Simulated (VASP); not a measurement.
**Y: single point with r2SCAN**

Crystal: Y.

```
CELL_PARAMETERS angstrom
0.00000 2.68380 2.68380
2.68380 0.00000 2.68380
2.68380 2.68380 0.00000
ATOMIC_POSITIONS crystal
Y 0.00000 0.00000 0.00000
```

This cell differs from its parent crystal: strain +0.080 along x and y, +0.080 along z.

```
Program             : VASP 6.6.1
Task                : single point
Functional          : r2SCAN
Potentials or basis : VASP PAW PBE potentials, release 64 (Y_sv)
Cutoff              : 520 eV
k mesh              : 16 × 16 × 16
Occupations         : gaussian, width 0.15 eV
Spin                : no spin polarisation
```

- Pressure: -4.4 GPa

Levels at points of the mesh, in eV from the Fermi level:
| k point | band 3 | band 4 | band 5 | band 6 | band 7 | band 8 |
| --- | --- | --- | --- | --- | --- | --- |
| (0.00, 0.00, 0.00) | -23.78 | -23.78 | -4.71 | 1.85 | 1.85 | 1.85 |
| (0.50, 0.00, 0.00) | -23.83 | -23.83 | -1.79 | 0.06 | 1.72 | 1.72 |
| (0.50, 0.50, 0.00) | -23.90 | -23.90 | -1.42 | -0.54 | 1.39 | 4.77 |

It took 7.5 min on 1 thread of AMD EPYC 7R43 64-Core Processor (Zen 3) (shared host), peak memory 0.2 GiB.

Caveat: the cell differs from its parent crystal (strain +0.080 along x and y, +0.080 along z); the PAW data sets were made with another functional, which shifts forces and pressure a little.
